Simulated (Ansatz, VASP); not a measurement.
# C in VASP and in Ansatz

```
C
1.0
     7.08834    0.00000    0.00000
    -3.54417    6.13868    0.00000
     0.00000    0.00000    1.27319
C
3
Direct
  0.00000 0.00000 0.00000
  0.33333 0.66667 0.50000
  0.66667 0.33333 0.50000
```

Alike in both runs: functional PBE; k mesh 6 × 6 × 6; occupations gaussian, width 0.1 eV; no spin polarisation.

Ansatz relaxed the structure, and its values are those at the end. VASP's run is a single point on that final structure, the one shown.

|  | VASP | Ansatz |
| --- | --- | --- |
| version | VASP 6.6.1 | Ansatz 0.2.0 |
| potentials or method | VASP PAW PBE potentials, release 64 (C), cutoff 520 eV | scalar-relativistic, plane waves, PAW |
| valence electrons in the cell | 12 | 12 |

```csv
,VASP,Ansatz,Ansatz less VASP
pressure (GPa),0.0,0.1,+0.13
```

The functional is the same, so the differences come from potentials, cutoffs and numerics.

The k mesh is coarse, so the values compare programs but aren't converged.
